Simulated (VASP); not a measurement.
# Cs: relaxation of cell and atoms with PBE

The system is Cs.

```
Cs
1.0
    -3.12847    3.12847    3.12847
     3.12847   -3.12847    3.12847
     3.12847    3.12847   -3.12847
Cs
1
Cartesian
  0.0000 0.0000 0.0000
```

| Property | Result |
| --- | --- |
| Program | VASP 6.6.1 |
| Task | relaxation of cell and atoms |
| Functional | PBE |
| Potentials or basis | VASP PAW PBE potentials, release 64 (Cs_sv) |
| Cutoff | 600 eV |
| k mesh | 6 × 6 × 6 |
| Occupations | fermi-dirac, width 0.05 eV |
| Spin | no spin polarisation |
| Target pressure | 10 GPa |
| Dipole correction | no |
| Further INCAR settings | ALGO = Fast; EDIFF = 1e-06; IBRION = 2; EDIFFG = -0.01; NSW = 80; ISIF = 3 |

```json
{
 "Relaxed volume": "36.17 Å³/atom",
 "Relaxed cell": "a = 3.608 Å, b = 3.608 Å, c = 3.608 Å, α = 109.47°, β = 109.47°, γ = 109.47°",
 "Space group after relaxing (to 0.1 Å)": "Im-3m (No. 229)",
 "Energy change on relaxing (the run minimises the enthalpy)": "+1260.5 meV/atom",
 "Ionic steps": "8",
 "Pressure after relaxing": "10.0 GPa",
 "Band gap on the k mesh": "zero (an odd number of electrons rules out a gap without spin polarisation)"
}
```

Step by step:
| step | energy change (eV) | largest force (eV/Å) | pressure (GPa) | volume (Å³) |
| --- | --- | --- | --- | --- |
| 1 | 0.0000 | 0.0000 | -0.08 | 122.48 |
| 2 | 1.7334 | 0.0000 | 16.79 | 30.38 |
| 3 | 1.2056 | 0.0000 | 9.06 | 37.09 |
| 4 | 1.2702 | 0.0000 | 10.18 | 36.02 |
| 5 | 1.2574 | 0.0000 | 9.95 | 36.22 |
| 6 | 1.2590 | 0.0000 | 9.94 | 36.19 |
| 7 | 1.2617 | 0.0000 | 10.04 | 36.15 |
| 8 | 1.2605 | 0.0000 | 10.03 | 36.17 |

Final structure:
```
CELL_PARAMETERS angstrom
-2.08336 2.08336 2.08336
2.08336 -2.08336 2.08336
2.08336 2.08336 -2.08336
ATOMIC_POSITIONS crystal
Cs 0.00000 0.00000 0.00000
```

Levels at points of the mesh, in eV from the Fermi level:
| k point | band 1 | band 2 | band 3 | band 4 | band 5 | band 6 | band 7 | band 8 |
| --- | --- | --- | --- | --- | --- | --- | --- | --- |
| (0.00, 0.00, 0.00) | -24.48 | -9.46 | -9.46 | -9.46 | -1.45 | 3.13 | 3.13 | 3.13 |
| (0.50, 0.00, 0.00) | -23.83 | -12.61 | -10.40 | -9.58 | -0.96 | 0.84 | 5.49 | 6.11 |
| (0.50, 0.50, 0.50) | -23.41 | -11.49 | -11.49 | -11.49 | -1.58 | -1.58 | 9.00 | 9.00 |

Wall time 64 s on 1 thread of Intel(R) Xeon(R) 6975P-C (Granite Rapids) (shared host), peak memory 0.36 GiB.

Caveat: the cell is relaxed towards a set pressure, so the run minimises the enthalpy, not the energy; the volume moved by over 15 % at a fixed basis, so the end points are rough; spin-orbit coupling is left out, which moves the levels of the heavy elements.
